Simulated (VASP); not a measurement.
# Hf2ZrC3 (P-3m1) in VASP: further runs

Hf2ZrC3 is run at these levels: PBE; tasks: relaxation of shape and atoms at fixed volume, relaxation of cell and atoms.

All numbers are computed with VASP 6.6.1; they aren't measurements. Logs are shortened: lines on timing, memory, paths and dates and some standing lists are left out, and cuts for length are marked.

## 1. The cell of the first run

It takes space group P-3m1 (No. 164, trigonal). The conventional cell has a = 3.269 Å, b = 3.269 Å, c = 8.010 Å, α = 90.00°, β = 90.00°, γ = 120.00°. Zr (site symmetry -3m) has 6 C at 2.32 Å within 3.1 Å. Within 3.0 Å of Hf (site symmetry 3m) lie 6 C at 2.30 to 2.31 Å. Within 3.0 Å of C (site symmetry 3m) lie 3 Hf at 2.30 Å and 3 Zr at 2.32 Å. C (site symmetry -3m) has 6 Hf at 2.31 Å within 3.0 Å.

## 2. Relaxation of shape and atoms at fixed volume, PBE (12.35 Å³/atom)

Input file INCAR:

```
SYSTEM = Hf2ZrC3
PREC = Accurate
ENCUT = 600
EDIFF = 1E-7
ISMEAR = 0
SIGMA = 0.1
LREAL = .FALSE.
LASPH = .TRUE.
NELM = 100
ALGO = Normal
ISIF = 4
LWAVE = .FALSE.
LCHARG = .FALSE.
GGA = PE
IBRION = 2
NSW = 50
EDIFFG = -0.01
```

Input file KPOINTS:

```
Automatic mesh
0
G
  12 12 4
  0 0 0
```

Input file POSCAR:

```
Hf2ZrC3
1.0
    3.2688186282      0.0000000000      0.0000000000
   -1.6344093141      2.8308799724      0.0000000000
    0.0000000000      0.0000000000      8.0101230485
Zr Hf C
1 2 3
Direct
    0.0000000000      0.0000000000      0.0000000000
    0.6666666667      0.3333333333      0.6656596929
    0.3333333333      0.6666666667      0.3343403071
    0.3333333333      0.6666666667      0.8305862268
    0.6666666667      0.3333333333      0.1694137732
    0.0000000000      0.0000000000      0.5000000000
```

Potentials or basis: VASP PAW PBE potentials, release 64 (Zr_sv, Hf_pv, C).

Launch:

```sh
cat potpaw_PBE.64/Zr_sv/POTCAR potpaw_PBE.64/Hf_pv/POTCAR potpaw_PBE.64/C/POTCAR > POTCAR
mpirun -np 1 vasp_std > vasp.out
```

OUTCAR:

```text
SYSTEM = Hf2ZrC3
   PREC = Accurate
   ENCUT = 600
   EDIFF = 1E-7
   ISMEAR = 0
   LREAL = .FALSE.
   LASPH = .TRUE.
   NELM = 100
   ISIF = 4
   GGA = PE
   IBRION = 2
   NSW = 50
   EDIFFG = -0.01

 ion  position               nearest neighbor table
   1  0.000  0.000  0.000-   4 2.32   5 2.32   5 2.32   4 2.32   5 2.32   4 2.32   2 3.28   3 3.28
                             3 3.28   2 3.28   2 3.28   3 3.28
   2  0.667  0.333  0.666-   4 2.30   4 2.30   4 2.30   6 2.31   6 2.31   6 2.31   3 3.26   3 3.26
                             3 3.26   1 3.28   1 3.28   1 3.28
   3  0.333  0.667  0.334-   5 2.30   5 2.30   5 2.30   6 2.31   6 2.31   6 2.31   2 3.26   2 3.26
                             2 3.26   1 3.28   1 3.28   1 3.28
   4  0.333  0.667  0.831-   2 2.30   2 2.30   2 2.30   1 2.32   1 2.32   1 2.32
   5  0.667  0.333  0.169-   3 2.30   3 2.30   3 2.30   1 2.32   1 2.32   1 2.32
   6  0.000  0.000  0.500-   2 2.31   3 2.31   2 2.31   3 2.31   2 2.31   3 2.31

  LATTYP: Found a hexagonal cell.
 ALAT       =     3.2688186282
 C/A-ratio  =     2.4504642073

  Lattice vectors:

 A1 = (   3.2688186282,   0.0000000000,   0.0000000000)
 A2 = (  -1.6344093141,   2.8308799724,   0.0000000000)
 A3 = (   0.0000000000,   0.0000000000,   8.0101230485)

Analysis of symmetry for initial positions (statically):
=====================================================================
 Subroutine PRICEL returns:
 Original cell was already a primitive cell.

 Routine SETGRP: Setting up the symmetry group for a
 hexagonal supercell.

 Subroutine GETGRP returns: Found 12 space group operations
 (whereof 12 operations were pure point group operations)
 out of a pool of 24 trial point group operations.

The static configuration has the point symmetry D_3d.

Analysis of symmetry for dynamics (positions and initial velocities):
=====================================================================
 Subroutine PRICEL returns:
 Original cell was already a primitive cell.

 Routine SETGRP: Setting up the symmetry group for a
 hexagonal supercell.

 Subroutine GETGRP returns: Found 12 space group operations
 (whereof 12 operations were pure point group operations)
 out of a pool of 24 trial point group operations.

The dynamic configuration has the point symmetry D_3d.

 Subroutine INISYM returns: Found 12 space group operations
 (whereof 12 operations are pure point group operations),
 and found     1 'primitive' translations

----------------------------------------------------------------------------------------

                                     Primitive cell

  volume of cell :      74.1227

  direct lattice vectors                    reciprocal lattice vectors
     3.268818628  0.000000000  0.000000000     0.305920919  0.176623525  0.000000000
    -1.634409314  2.830879972  0.000000000     0.000000000  0.353247050  0.000000000
     0.000000000  0.000000000  8.010123049     0.000000000  0.000000000  0.124842027

  length of vectors
     3.268818628  3.268818628  8.010123049     0.353247050  0.353247050  0.124842027

  position of ions in fractional coordinates (direct lattice)
     0.000000000  0.000000000  0.000000000
     0.666666667  0.333333333  0.665659693
     0.333333333  0.666666667  0.334340307
     0.333333333  0.666666667  0.830586227
     0.666666667  0.333333333  0.169413773
     0.000000000  0.000000000  0.500000000

  ion indices of the primitive-cell ions
   primitive index   ion index
                 1           1
                 2           2
                 3           3
                 4           4
                 5           5
                 6           6

----------------------------------------------------------------------------------------

 KPOINTS: Automatic mesh
[... 82 lines left out ...]
   EFERMI =   0.00;   METHOD = LEGACY
   ISMEAR =     0;   SIGMA  =   0.10  broadening in eV -4-tet -1-fermi 0-gaus
   EFERMI_NEDOS =   21; number of points for ismear=-14 and -15
   IALGO  =     38    algorithm
   IMIX   =      4    mixing-type and parameters
     AMIX     =   0.40;   BMIX     =  1.00
     AMIX_MAG =   1.60;   BMIX_MAG =  1.00
  volume/ion in A,a.u.               =      12.35        83.37
  Fermi-wavevector in a.u.,A,eV,Ry     =   1.375863  2.600004 25.755820  1.892999
  Thomas-Fermi vector in A             =   2.501160
   LORBIT       =      0    0 simple, 1 ext, 2 COOP (PROOUT), +10 PAW based schemes
   GGA     = PE    functional components
   LHFCALC =     F    Hartree Fock is set to
   AEXX    =    0.0000 exact exchange contribution
   IVDW    =     0    specifies the selected vdW correction
   LEPSILON=     F    determine dielectric tensor
   LRPA    =     F    only Hartree local field effects (RPA)
 conjugate gradient relaxation of ions
 non-spin polarized calculation
 Gauss-broadening in eV      SIGMA  =   0.10
  energy-cutoff  :      600.00
  volume of cell :       74.12
 maximum number of plane-waves:      2517
 NGX is ok and might be reduce to    28
   NGX = 13   NGY = 13   NGZ = 31

--------------------------------------- Ionic step        1  -------------------------------------------

 number of electron      43.9999999 magnetization

 Free energy of the ion-electron system (eV)
  ---------------------------------------------------
  ext. energy  EPLUGINS =         0.00000000
  ---------------------------------------------------
  free energy    TOTEN  =       -61.49956435 eV

  energy without entropy =      -61.49593342  energy(sigma->0) =      -61.49774888

------------------------ aborting loop because EDIFF is reached ----------------------------------------

  FORCE on cell =-STRESS in cart. coord.  units (eV):
  Direction    XX          YY          ZZ          XY          YZ          ZX
  --------------------------------------------------------------------------------------
  -------------------------------------------------------------------------------------
  Total        3.2708876      3.2708876      3.2837597      0.0000000      0.0000000      0.0000000
  in kB       70.7008671     70.7008671     70.9790988      0.0000000      0.0000000      0.0000000
  external PRESSURE =      70.7936110 kB  Pullay stress =       0.0000000 kB

 VOLUME and BASIS-vectors are now :
 -----------------------------------------------------------------------------
  energy-cutoff  :      600.00
  volume of cell :       74.12
      direct lattice vectors                 reciprocal lattice vectors
     3.268818628  0.000000000  0.000000000     0.305920919  0.176623525  0.000000000
    -1.634409314  2.830879972  0.000000000     0.000000000  0.353247050  0.000000000
     0.000000000  0.000000000  8.010123049     0.000000000  0.000000000  0.124842027

 POSITION                                       TOTAL-FORCE (eV/Angst)
 -----------------------------------------------------------------------------------
      0.00000      0.00000      0.00000        -0.000000      0.000000      0.000000
      1.63441      0.94363      5.33202         0.000000      0.000000     -0.023624
     -0.00000      1.88725      2.67811        -0.000000     -0.000000      0.023624
     -0.00000      1.88725      6.65310        -0.000000      0.000000     -0.025799
      1.63441      0.94363      1.35703         0.000000     -0.000000      0.025799
      0.00000      0.00000      4.00506        -0.000000      0.000000      0.000000
 -----------------------------------------------------------------------------------
    total drift:                               -0.000000     -0.000000     -0.000000

  FREE ENERGIE OF THE ION-ELECTRON SYSTEM (eV)
  ---------------------------------------------------
  free  energy   TOTEN  =       -61.4995643454 eV

  energy  without entropy=      -61.4959334244  energy(sigma->0) =      -61.49774888

--------------------------------------- Ionic step        2  -------------------------------------------

 number of electron      43.9999999 magnetization

 Free energy of the ion-electron system (eV)
  ---------------------------------------------------
  ext. energy  EPLUGINS =         0.00000000
  ---------------------------------------------------
  free energy    TOTEN  =       -61.49963180 eV

  energy without entropy =      -61.49600426  energy(sigma->0) =      -61.49781803

 E-fermi :   7.4688     XC(G=0): -12.3734

 val. band max:        7.4414804170   @ k =   0.5000   0.0000   0.0000
 cond. band min:       7.4771340309   @ k =   0.4167  -0.0000   0.0000
 fundamental gap:      0.0356536139
 Fermi energy:         7.4687760044

 k-point     1 :       0.0000    0.0000    0.0000
  band No.  band energies     occupation
      1     -40.5193      2.00000
      2     -22.5322      2.00000
      3     -22.1784      2.00000
      4     -22.0311      2.00000
      5     -22.0311      2.00000
      6     -21.9927      2.00000
[... 685 lines left out ...]
     25       9.7795      0.00000
     26      10.1155      0.00000

 [... further k-points ...]

------------------------ aborting loop because EDIFF is reached ----------------------------------------

  FORCE on cell =-STRESS in cart. coord.  units (eV):
  Direction    XX          YY          ZZ          XY          YZ          ZX
  --------------------------------------------------------------------------------------
  -------------------------------------------------------------------------------------
  Total        3.2763683      3.2763683      3.2738056      0.0000000      0.0000000      0.0000000
  in kB       70.8193333     70.8193333     70.7639396      0.0000000      0.0000000      0.0000000
  external PRESSURE =      70.8008687 kB  Pullay stress =       0.0000000 kB

 VOLUME and BASIS-vectors are now :
 -----------------------------------------------------------------------------
  energy-cutoff  :      600.00
  volume of cell :       74.12
      direct lattice vectors                 reciprocal lattice vectors
     3.268705861  0.000000000  0.000000000     0.305931473  0.176629618  0.000000000
    -1.634352931  2.830782313 -0.000000000     0.000000000  0.353259237  0.000000000
     0.000000000  0.000000000  8.010675740    -0.000000000  0.000000000  0.124833414

 POSITION                                       TOTAL-FORCE (eV/Angst)
 -----------------------------------------------------------------------------------
      3.26871      0.00000      0.00000         0.000000      0.000000      0.000000
      1.63435      0.94359      5.33124        -0.000000      0.000000      0.004021
     -0.00000      1.88719      2.67943        -0.000000      0.000000     -0.004021
     -0.00000      1.88719      6.65231         0.000000      0.000000     -0.009726
      1.63435      0.94359      1.35836         0.000000      0.000000      0.009726
      3.26871      0.00000      4.00534         0.000000      0.000000      0.000000
 -----------------------------------------------------------------------------------
    total drift:                                0.000000      0.000000     -0.000000

  FREE ENERGIE OF THE ION-ELECTRON SYSTEM (eV)
  ---------------------------------------------------
  free  energy   TOTEN  =       -61.4996318020 eV

  energy  without entropy=      -61.4960042571  energy(sigma->0) =      -61.49781803

 reached required accuracy - stopping structural energy minimisation
```

Run time: 7.3 min. Hardware: 1 thread of Intel Xeon Platinum 8259CL at 2.50GHz (Skylake/Cascade Lake), shared host; peak memory 0.34 GiB.

What came out:

| Item | Value |
| --- | --- |
| Free energy | -61.4996 eV |
| Energy gained by relaxing | 0.0 meV/atom |
| Ionic steps | 2 |
| Pressure after relaxing | 7.1 GPa |
| Largest force after relaxing | 0.010 eV/Å |
| Band gap on the k mesh | zero (bands 22 and 23 overlap by 1.40 eV) |

Forces on the atoms (eV/Å):
```
Zr   0.000  0.000  0.000
Hf   0.000  0.000  0.004
Hf   0.000  0.000 -0.004
C    0.000  0.000 -0.010
C    0.000  0.000  0.010
C    0.000  0.000  0.000
```

Final structure:
```
Zr Hf C
1.0
     3.26871    0.00000    0.00000
    -1.63435    2.83078    0.00000
     0.00000    0.00000    8.01068
Zr Hf C
1 2 3
Direct
  0.00000 0.00000 0.00000
  0.66667 0.33333 0.66552
  0.33333 0.66667 0.33448
  0.33333 0.66667 0.83043
  0.66667 0.33333 0.16957
  0.00000 0.00000 0.50000
```

Levels at points of the mesh, in eV from the Fermi level:
```
           k point  band 20  band 21  band 22  band 23  band 24  band 25
(0.00, 0.00, 0.00)     0.98     0.98     0.98     1.26     1.27     1.27
(0.50, 0.00, 0.00)    -2.35    -1.88    -0.03    -0.03     2.85     3.14
(0.00, 0.00, 0.50)    -0.91    -0.90    -0.90     2.00     2.00     2.26
(0.50, 0.00, 0.50)    -2.28    -1.13    -1.03     0.66     0.74     5.01
```

Caveat: spin-orbit coupling is left out, which moves the levels of the heavy elements.

(Continued in part 2 of 2.)

The gap in the log of VASP goes by the Fermi energy; the results here count the filled bands.